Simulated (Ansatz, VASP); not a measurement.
CoO in VASP and in Ansatz

```
Co O
1.0
     0.00000    2.13150    2.13150
     2.13150    0.00000    2.13150
     4.26300    4.26300    0.00000
Co O
2 2
Direct
  0.00000 0.00000 0.00000
  0.00000 0.00000 0.50000
  0.50000 0.50000 0.25000
  0.50000 0.50000 0.75000
```

Alike in both runs: task single point; functional PBE; k mesh 8 × 8 × 8; occupations gaussian, width 0.05 eV; collinear spin; Hubbard terms Co d U = 1.0 eV.

|  | VASP | Ansatz |
| --- | --- | --- |
| version | VASP 6.6.1 | Ansatz 0.2.0 |
| potentials or method | VASP PAW PBE potentials, release 64 (Co, O), cutoff 520 eV | scalar-relativistic, plane waves, PAW |
| valence electrons in the cell | 30 | 46 |

Ansatz gave:

* gap on the k mesh at the Fermi level (eV): 0.66
* least direct gap on the mesh (eV): 1.15
* pressure (GPa): 0.9
* net moment per atom (μB): 0.00
* size of the moment on the site where the two differ most (μB): 2.43

Q: What did VASP give for the same quantities?

A: gap on the k mesh at the Fermi level (eV): 0.61; least direct gap on the mesh (eV): 1.09; pressure (GPa): -0.2; net moment per atom (μB): 0.00; size of the moment on the site where the two differ most (μB): 2.51.

Site moments also hang on the region over which each program counts them. The programs project onto different local orbitals, so the same U acts differently, and such runs can settle in different states. VASP's potentials hold 30 valence electrons a cell and Ansatz's 46, so a difference there can come from the potentials and not from the codes. Ansatz's warnings: symmetry narrowed by occupation matrices.
